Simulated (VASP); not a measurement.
# SbPt (Fm-3m) in VASP: notebook

SbPt is run at these levels: PBEsol; tasks: single point.

Everything below comes from runs of VASP 6.6.1. Logs are shortened: lines on timing, memory, paths and dates and some standing lists are left out, and cuts for length are marked.

## Step 1: The cell of the first run

Symmetry: Fm-3m, No. 225, cubic system. Conventional cell: a = 5.399 Å, b = 5.399 Å, c = 5.399 Å, α = 90.00°, β = 90.00°, γ = 90.00°. Pt (site symmetry m-3m) has 6 Sb at 2.70 Å within 3.6 Å. Sb (site symmetry m-3m) has 6 Pt at 2.70 Å within 3.6 Å.

## Step 2: Single point, PBEsol (volume scaled by 0.960)

Contents of INCAR:

```
SYSTEM = SbPt
ALGO = Normal ; EDIFF = 1E-7
ENCUT = 520 ; GGA = PS
ISIF = 2 ; ISMEAR = 0
LASPH = .TRUE. ; LCHARG = .FALSE.
LREAL = .FALSE. ; LWAVE = .FALSE.
NBANDS = 14 ; NELM = 80
PREC = Accurate ; SIGMA = 0.05
```

Contents of KPOINTS:

```
k-points
0
G
  10 10 10
  0 0 0
```

Contents of POSCAR:

```
SbPt
1.0
    0.0000000000      2.6992725167      2.6992725167
    2.6992725167      0.0000000000      2.6992725167
    2.6992725167      2.6992725167      0.0000000000
Pt Sb
1 1
Direct
    0.5000000000      0.5000000000      0.5000000000
    0.0000000000      0.0000000000      0.0000000000
```

Potentials or basis: VASP PAW PBE potentials, release 64 (Pt, Sb).

On the command line:

```sh
$ cat potpaw_PBE.64/Pt/POTCAR potpaw_PBE.64/Sb/POTCAR > POTCAR
$ mpirun -np 1 vasp_std > vasp.out
```

OUTCAR:

```text
SYSTEM = SbPt
   EDIFF = 1E-7
   ENCUT = 520
   GGA = PS
   ISIF = 2
   ISMEAR = 0
   LASPH = .TRUE.
   LREAL = .FALSE.
   NELM = 80
   PREC = Accurate

 ion  position               nearest neighbor table
   1  0.500  0.500  0.500-   2 2.70   2 2.70   2 2.70   2 2.70   2 2.70   2 2.70
   2  0.000  0.000  0.000-   1 2.70   1 2.70   1 2.70   1 2.70   1 2.70   1 2.70

  LATTYP: Found a face centered cubic cell.
 ALAT       =     5.3985450334

  Lattice vectors:

 A1 = (   0.0000000000,   2.6992725167,   2.6992725167)
 A2 = (   2.6992725167,   0.0000000000,   2.6992725167)
 A3 = (   2.6992725167,   2.6992725167,   0.0000000000)

Analysis of symmetry for initial positions (statically):
=====================================================================
 Subroutine PRICEL returns:
 Original cell was already a primitive cell.

 Routine SETGRP: Setting up the symmetry group for a
 face centered cubic supercell.

 Subroutine GETGRP returns: Found 48 space group operations
 (whereof 48 operations were pure point group operations)
 out of a pool of 48 trial point group operations.

The static configuration has the point symmetry O_h .

Analysis of symmetry for dynamics (positions and initial velocities):
=====================================================================
 Subroutine PRICEL returns:
 Original cell was already a primitive cell.

 Routine SETGRP: Setting up the symmetry group for a
 face centered cubic supercell.

 Subroutine GETGRP returns: Found 48 space group operations
 (whereof 48 operations were pure point group operations)
 out of a pool of 48 trial point group operations.

The dynamic configuration has the point symmetry O_h .

 Subroutine INISYM returns: Found 48 space group operations
 (whereof 48 operations are pure point group operations),
 and found     1 'primitive' translations

----------------------------------------------------------------------------------------

                                     Primitive cell

  volume of cell :      39.3342

  direct lattice vectors                    reciprocal lattice vectors
     0.000000000  2.699272517  2.699272517    -0.185235095  0.185235095  0.185235095
     2.699272517  0.000000000  2.699272517     0.185235095 -0.185235095  0.185235095
     2.699272517  2.699272517  0.000000000     0.185235095  0.185235095 -0.185235095

  length of vectors
     3.817347802  3.817347802  3.817347802     0.320836595  0.320836595  0.320836595

  position of ions in fractional coordinates (direct lattice)
[... 83 lines left out ...]
   IBRION =     -1    ionic relax: 0-MD 1-quasi-New 2-CG
   NFREE  =      0    steps in history (QN), initial steepest desc. (CG)
   ISIF   =      2    stress and relaxation
   ISYM   =      2    0-nonsym 1-usesym 2-fastsym
   POTIM  = 0.5000    time-step for ionic-motion
   TEBEG  =    0.0;   TEEND  =   0.0 temperature during run
   PSTRESS=    0.0 pullay stress
   NELECT =      15.0000    total number of electrons
   NUPDOWN=      -1.0000    fix difference up-down
   EMIN   =  10.00;   EMAX   =-10.00  energy-range for DOS
   EFERMI =   0.00;   METHOD = LEGACY
   ISMEAR =     0;   SIGMA  =   0.05  broadening in eV -4-tet -1-fermi 0-gaus
   EFERMI_NEDOS =   21; number of points for ismear=-14 and -15
   IALGO  =     38    algorithm
   IMIX   =      4    mixing-type and parameters
     AMIX     =   0.40;   BMIX     =  1.00
     AMIX_MAG =   1.60;   BMIX_MAG =  1.00
  volume/ion in A,a.u.               =      19.67       132.72
  Fermi-wavevector in a.u.,A,eV,Ry     =   1.187176  2.243438 19.175879  1.409387
  Thomas-Fermi vector in A             =   2.323333
   LORBIT       =      0    0 simple, 1 ext, 2 COOP (PROOUT), +10 PAW based schemes
   GGA     = PS    functional components
   LHFCALC =     F    Hartree Fock is set to
   AEXX    =    0.0000 exact exchange contribution
   IVDW    =     0    specifies the selected vdW correction
   LEPSILON=     F    determine dielectric tensor
   LRPA    =     F    only Hartree local field effects (RPA)
 non-spin polarized calculation
 Gauss-broadening in eV      SIGMA  =   0.05
  energy-cutoff  :      520.00
  volume of cell :       39.33
 maximum number of plane-waves:      1073
   NGX = 15   NGY = 15   NGZ = 15

 number of electron      14.9999998 magnetization

 Free energy of the ion-electron system (eV)
  ---------------------------------------------------
  ext. energy  EPLUGINS =         0.00000000
  ---------------------------------------------------
  free energy    TOTEN  =       -12.04582527 eV

  energy without entropy =      -12.04349996  energy(sigma->0) =      -12.04466262

 E-fermi :  10.0922     XC(G=0): -11.7893

 val. band max:       10.0672021199   @ k =  -0.1000   0.1000   0.0000
 cond. band min:      10.1276356740   @ k =   0.5000   0.3000   0.1000
 fundamental gap:      0.0604335542
 Fermi energy:        10.0922364652

 k-point     1 :       0.0000    0.0000    0.0000
  band No.  band energies     occupation
      1      -2.7463      2.00000
      2       6.4875      2.00000
      3       6.4875      2.00000
      4       6.4875      2.00000
      5       6.5971      2.00000
      6       6.5971      2.00000
      7      11.4534      0.00000
      8      11.4534      0.00000
      9      11.4534      0.00000
     10      15.6056      0.00000
     11      17.7767      0.00000
     12      20.9283      0.00000
     13      20.9283      0.00000
     14      20.9283      0.00000
[... 377 lines left out ...]
      1      -0.6379      2.00000
      2       4.2880      2.00000
      3       5.6921      2.00000
      4       6.4019      2.00000
      5       6.9854      2.00000
      6       7.2903      2.00000
      7       8.8533      2.00000
      8       9.9778      1.99879
      9      11.0506      0.00000
     10      12.3140      0.00000
     11      17.6922      0.00000
     12      20.9809      0.00000
     13      21.2071      0.00000
     14      24.5146      0.00000

 [... further k-points ...]
[... 5 lines left out ...]
  --------------------------------------------------------------------------------------
  -------------------------------------------------------------------------------------
  Total        1.5298364      1.5298364      1.5298364     -0.0000000     -0.0000000      0.0000000
  in kB       62.3139652     62.3139652     62.3139652     -0.0000000     -0.0000000      0.0000000
  external PRESSURE =      62.3139652 kB  Pullay stress =       0.0000000 kB

 VOLUME and BASIS-vectors are now :
 -----------------------------------------------------------------------------
  energy-cutoff  :      520.00
  volume of cell :       39.33
      direct lattice vectors                 reciprocal lattice vectors
     0.000000000  2.699272517  2.699272517    -0.185235095  0.185235095  0.185235095
     2.699272517  0.000000000  2.699272517     0.185235095 -0.185235095  0.185235095
     2.699272517  2.699272517  0.000000000     0.185235095  0.185235095 -0.185235095

 POSITION                                       TOTAL-FORCE (eV/Angst)
 -----------------------------------------------------------------------------------
      2.69927      2.69927      2.69927         0.000000     -0.000000     -0.000000
      0.00000      0.00000      0.00000        -0.000000      0.000000      0.000000
 -----------------------------------------------------------------------------------
    total drift:                                0.000000      0.000000      0.000000

  FREE ENERGIE OF THE ION-ELECTRON SYSTEM (eV)
  ---------------------------------------------------
  free  energy   TOTEN  =       -12.0458252729 eV

  energy  without entropy=      -12.0434999580  energy(sigma->0) =      -12.04466262
```

OSZICAR:

```text
N       E                     dE             d eps       ncg     rms          rms(c)
DAV:   1     0.636888550538E+02    0.63689E+02   -0.60726E+03  1316   0.892E+02
DAV:   2    -0.104624331523E+02   -0.74151E+02   -0.66976E+02  1536   0.181E+02
DAV:   3    -0.123114067732E+02   -0.18490E+01   -0.18347E+01  1646   0.296E+01
DAV:   4    -0.123235924792E+02   -0.12186E-01   -0.12184E-01  1526   0.278E+00
DAV:   5    -0.123237495603E+02   -0.15708E-03   -0.15708E-03  1676   0.330E-01    0.850E+00
DAV:   6    -0.120953374076E+02    0.22841E+00   -0.90763E-01  1454   0.801E+00    0.400E+00
DAV:   7    -0.120584879477E+02    0.36849E-01   -0.64747E-02  1400   0.228E+00    0.245E+00
DAV:   8    -0.120460030647E+02    0.12485E-01   -0.22319E-02  1646   0.116E+00    0.196E-01
DAV:   9    -0.120458953341E+02    0.10773E-03   -0.46463E-04  1478   0.158E-01    0.142E-01
DAV:  10    -0.120458246743E+02    0.70660E-04   -0.17137E-04  1550   0.823E-02    0.133E-02
DAV:  11    -0.120458262158E+02   -0.15415E-05   -0.66975E-06  1652   0.203E-02    0.126E-02
DAV:  12    -0.120458255525E+02    0.66325E-06   -0.47174E-07  1544   0.530E-03    0.429E-03
DAV:  13    -0.120458252810E+02    0.27148E-06   -0.88912E-08  1224   0.190E-03    0.571E-04
DAV:  14    -0.120458252729E+02    0.81292E-08   -0.60147E-09   916   0.607E-04
   1 F= -.12045825E+02 E0= -.12044663E+02  d E =-.232531E-02
```

Wall time 29 s (1 thread of Intel Xeon Platinum 8259CL at 2.50GHz (Skylake/Cascade Lake), shared host); peak memory 0.17 GiB.

What came out:

| Quantity | Value |
| --- | --- |
| Free energy | -12.0458 eV |
| Pressure | 6.2 GPa |

Caveat: the cell differs from its parent crystal (volume scaled by 0.960); the PAW data sets were made with another functional, which shifts forces and pressure a little; spin-orbit coupling is left out, which moves the levels of the heavy elements.

## Step 3: Single point, PBEsol

This run uses another cell than the first one, of 20.09 Å³/atom, 1.022 times its volume.

Contents of INCAR:

```
PREC = Accurate
ENCUT = 520
EDIFF = 1E-6
ISMEAR = 0
SIGMA = 0.05
LREAL = F
LASPH = T
NELM = 80
ALGO = Normal
ISIF = 2
LWAVE = F
LCHARG = T
GGA = PS
LELF = T
LVHAR = T
NBANDS = 14
```

Contents of KPOINTS:

```
Automatic mesh
0
Gamma
  10 10 10
```

Contents of POSCAR:

```
SbPt
1.0
    0.0000000000      2.7184831508      2.7184831508
    2.7184831508      0.0000000000      2.7184831508
    2.7184831508      2.7184831508      0.0000000000
Pt Sb
1 1
Direct
    0.5000000000      0.5000000000      0.5000000000
    0.0000000000      0.0000000000      0.0000000000
```

Potentials or basis: VASP PAW PBE potentials, release 64 (Pt, Sb).

On the command line:

```sh
$ cat potpaw_PBE.64/Pt/POTCAR potpaw_PBE.64/Sb/POTCAR > POTCAR
$ mpirun -np 1 vasp_std > vasp.out
```

Run time: 40 s. Hardware: 1 thread of Intel Xeon Platinum 8259CL at 2.50GHz (Skylake/Cascade Lake), shared host; peak memory 0.18 GiB.

Results (log left out):

```yaml
Free_energy: -12.0697 eV
Pressure: 2.8 GPa
```

Levels at points of the mesh, in eV from the Fermi level:
```csv
k point,band 4,band 5,band 6,band 7,band 8,band 9,band 10,band 11
"(0.00, 0.00, 0.00)",-3.49,-3.40,-3.40,1.34,1.34,1.34,5.25,7.76
"(0.50, 0.00, 0.00)",-4.98,-2.69,-2.69,-2.19,4.20,4.97,4.97,5.68
"(0.50, 0.50, 0.00)",-2.98,-2.33,-2.33,-1.65,-1.56,-1.56,1.26,7.46
```

Caveat: the PAW data sets were made with another functional, which shifts forces and pressure a little; spin-orbit coupling is left out, which moves the levels of the heavy elements.

## Step 4: Single point, PBEsol

Contents of INCAR:

```
SYSTEM = SbPt
PREC = Accurate
ENCUT = 520
EDIFF = 1E-7
ISMEAR = 0
SIGMA = 0.05
LREAL = .False.
LASPH = .True.
NELM = 80
ALGO = Normal
ISIF = 2
LWAVE = .False.
LCHARG = .False.
GGA = PS
NBANDS = 14
```

Contents of KPOINTS:

```
regular mesh
0
Gamma
  10 10 10
  0 0 0
```

Contents of POSCAR:

```
SbPt
1.0
    0.0000000000      2.7178887775      2.7178887775
    2.7178887775      0.0000000000      2.7178887775
    2.7178887775      2.7178887775      0.0000000000
Pt Sb
1 1
Direct
    0.5000000000      0.5000000000      0.5000000000
    0.0000000000      0.0000000000      0.0000000000
```

Potentials or basis: VASP PAW PBE potentials, release 64 (Pt, Sb).

On the command line:

```sh
$ cat potpaw_PBE.64/Pt/POTCAR potpaw_PBE.64/Sb/POTCAR > POTCAR
$ mpirun -np 1 vasp_std > vasp.out
```

OUTCAR:

```text
SYSTEM = SbPt
   PREC = Accurate
   ENCUT = 520
   EDIFF = 1E-7
   ISMEAR = 0
   LREAL = .False.
   LASPH = .True.
   NELM = 80
   ISIF = 2
   GGA = PS

 ion  position               nearest neighbor table
   1  0.500  0.500  0.500-   2 2.72   2 2.72   2 2.72   2 2.72   2 2.72   2 2.72
   2  0.000  0.000  0.000-   1 2.72   1 2.72   1 2.72   1 2.72   1 2.72   1 2.72

  LATTYP: Found a face centered cubic cell.
 ALAT       =     5.4357775550

  Lattice vectors:

 A1 = (   0.0000000000,   2.7178887775,   2.7178887775)
 A2 = (   2.7178887775,   0.0000000000,   2.7178887775)
 A3 = (   2.7178887775,   2.7178887775,   0.0000000000)
[... 586 lines left out ...]
     11      17.3103      0.00000
     12      20.5467      0.00000
     13      20.7834      0.00000
     14      23.9304      0.00000

 [... further k-points ...]
[... 5 lines left out ...]
  --------------------------------------------------------------------------------------
  -------------------------------------------------------------------------------------
  Total        0.7228197      0.7228197      0.7228197      0.0000000     -0.0000000      0.0000000
  in kB       28.8413473     28.8413473     28.8413473      0.0000000     -0.0000000      0.0000000
  external PRESSURE =      28.8413473 kB  Pullay stress =       0.0000000 kB

 VOLUME and BASIS-vectors are now :
 -----------------------------------------------------------------------------
  energy-cutoff  :      520.00
  volume of cell :       40.15
      direct lattice vectors                 reciprocal lattice vectors
     0.000000000  2.717888777  2.717888777    -0.183966321  0.183966321  0.183966321
     2.717888777  0.000000000  2.717888777     0.183966321 -0.183966321  0.183966321
     2.717888777  2.717888777  0.000000000     0.183966321  0.183966321 -0.183966321

 POSITION                                       TOTAL-FORCE (eV/Angst)
 -----------------------------------------------------------------------------------
      2.71789      2.71789      2.71789         0.000000      0.000000      0.000000
      0.00000      0.00000      0.00000         0.000000      0.000000      0.000000
 -----------------------------------------------------------------------------------
    total drift:                                0.000000     -0.000000      0.000000

  FREE ENERGIE OF THE ION-ELECTRON SYSTEM (eV)
  ---------------------------------------------------
  free  energy   TOTEN  =       -12.0692394181 eV

  energy  without entropy=      -12.0672520987  energy(sigma->0) =      -12.06824576
```

Run time: 42 s. Hardware: 1 thread of Intel Xeon Platinum 8259CL at 2.50GHz (Skylake/Cascade Lake), shared host; peak memory 0.19 GiB.

What came out:

| Item | Value |
| --- | --- |
| Free energy | -12.0692 eV |
| Pressure | 2.9 GPa |

Caveat: the PAW data sets were made with another functional, which shifts forces and pressure a little; spin-orbit coupling is left out, which moves the levels of the heavy elements.

(Part 1 of 2 ends here.)
